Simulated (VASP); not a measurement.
Mg7FeO8, 16 atoms in the cell. The structure is cubic, space group Fm-3m (No. 225). Conventional cell: a = 8.427 Å, b = 8.427 Å, c = 8.427 Å, α = 90.00°, β = 90.00°, γ = 90.00°. Within 2.8 Å of Fe (site symmetry m-3m) lie 6 O at 2.14 Å. Mg (site symmetry mmm) has 6 O at 2.11 Å within 2.8 Å. Within 2.8 Å of Mg (site symmetry m-3m) lie 6 O at 2.08 Å. Within 2.8 Å of O (site symmetry -43m) lie 6 Mg at 2.11 Å. Within 2.8 Å of O (site symmetry 4mm) lie 5 Mg at 2.08 to 2.11 Å and 1 Fe at 2.14 Å. 

* Program: VASP 6.6.1
* Task: single point
* Functional: PBEsol
* Potentials or basis: VASP PAW PBE potentials, release 64 (Fe, Mg, O)
* Cutoff: 520 eV
* k mesh: 4 × 4 × 4
* Occupations: gaussian, width 0.05 eV
* Spin: collinear spin, ferromagnetic start
* Starting moments: [2.0, 0.0, 0.0, 0.0, 0.0, 0.0, 0.0, 0.0, 0.0, 0.0, 0.0, 0.0, 0.0, 0.0, 0.0, 0.0] μB
* Fixed moment: 2 μB
* Hubbard terms: Fe d U = 4.0 eV
* Dipole correction: no
* Further INCAR settings: LREAL = Auto; ALGO = Normal; EDIFF = 1e-07; NBANDS = 53

Potentials or basis: VASP PAW PBE potentials, release 64 (Fe, Mg, O).

Run with:

```sh
$ cat potpaw_PBE.64/Fe/POTCAR potpaw_PBE.64/Mg/POTCAR potpaw_PBE.64/O/POTCAR > POTCAR
$ mpirun -np 1 vasp_std > vasp.out
```

Hardware: 1 thread of Intel(R) Xeon(R) Platinum 8488C (Sapphire Rapids), with other jobs on the host.

How long does it take, and how much memory?

Wall time 6 min on 1 thread of Intel(R) Xeon(R) Platinum 8488C (Sapphire Rapids), on a shared host, peak memory 0.44 GiB. Counts: scf iterations 18, k points 8.
